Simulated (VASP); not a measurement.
Here is a VASP 6.6.1 calculation.

File INCAR:

```
PREC = Accurate ; ENCUT = 520
EDIFF = 1E-7 ; ISMEAR = 0
SIGMA = 0.02 ; LREAL = False
LASPH = True ; NELM = 60
ALGO = Normal ; ISIF = 2
LWAVE = False ; LCHARG = True
GGA = CA ; LELF = True
LVHAR = True ; NBANDS = 17
```

File KPOINTS:

```
regular mesh
0
Gamma
  8 8 8
```

Contents of POSCAR:

```
SnSe
1.0
    0.0000000000      2.9758243971      2.9758243971
    2.9758243971      0.0000000000      2.9758243971
    2.9758243971      2.9758243971      0.0000000000
Sn Se
1 1
Direct
    0.0000000000      0.0000000000      0.0000000000
    0.5000000000      0.5000000000      0.5000000000
```

Potentials or basis: VASP PAW LDA potentials, release 64 (Sn_d, Se).

Run with:

```console
$ cat potpaw_LDA.64/Sn_d/POTCAR potpaw_LDA.64/Se/POTCAR > POTCAR
$ mpirun -np 1 vasp_std > vasp.out
```

Task: Predict the pressure.

Result: -1.6 GPa.

Task: Estimate the band gap on the k mesh.

Result: 0.74 eV, indirect (least direct gap 0.78 eV).

Caveat: spin-orbit coupling is left out, which moves the levels of the heavy elements. A k mesh can miss the band edges.
